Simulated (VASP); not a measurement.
Wanted: the native input for a VASP 6.6.1 run.

```
Task                   : single point
Functional             : PBE
Potentials or basis    : VASP PAW PBE potentials, release 64 (Bi_d)
Cutoff                 : 520 eV
k mesh                 : 6 × 6 × 4
Occupations            : gaussian, width 0.1 eV
Spin                   : no spin polarisation
Dipole correction      : no
Further INCAR settings : ALGO = Fast; EDIFF = 1e-06; NBANDS = 22
```

The structure of Bi lies in POSCAR:

```
Bi
1.0
    3.7629691289      0.0000000000      0.0000000000
   -1.8814845645      3.2588268592      0.0000000000
    0.0000000000      0.0000000000      6.1074981812
Bi
2
Direct
    0.3333333333      0.6666666667      0.2500000000
    0.6666666667      0.3333333333      0.7500000000
```

These files were run (other wordings do the same):

INCAR

```
PREC     = Accurate       # precision mode
ENCUT    = 520            # plane-wave cutoff, eV
EDIFF    = 1E-6           # SCF threshold, eV
ISMEAR   = 0              # smearing method
SIGMA    = 0.1            # smearing width, eV
LREAL    = F              # projectors in reciprocal space
LASPH    = T              # aspherical terms in the spheres
NELM     = 80             # most SCF steps
ALGO     = Fast           # electronic algorithm
ISIF     = 2              # what is computed and relaxed
LWAVE    = F              # write WAVECAR
LCHARG   = F              # write CHGCAR
GGA      = PE             # functional
NBANDS   = 22             # bands
```

KPOINTS

```
Automatic mesh
0
Gamma
  6 6 4
```

Potentials or basis: VASP PAW PBE potentials, release 64 (Bi_d).

The run is started by

```bash
$ cat potpaw_PBE.64/Bi_d/POTCAR > POTCAR
$ mpirun -np 1 vasp_std > vasp.out
```

Results of the run:

| Quantity | Value |
| --- | --- |
| Pressure | -6.4 GPa |
| Band gap on the k mesh | zero (band 15 reaches 8.99 eV, above the bottom of band 16 at 3.67 eV) |

Caveat: spin-orbit coupling is left out, which moves the levels of the heavy elements.

Wall time 14 s on 1 thread of Intel(R) Xeon(R) 6975P-C (Granite Rapids), with other jobs on the host, peak memory 0.19 GiB.
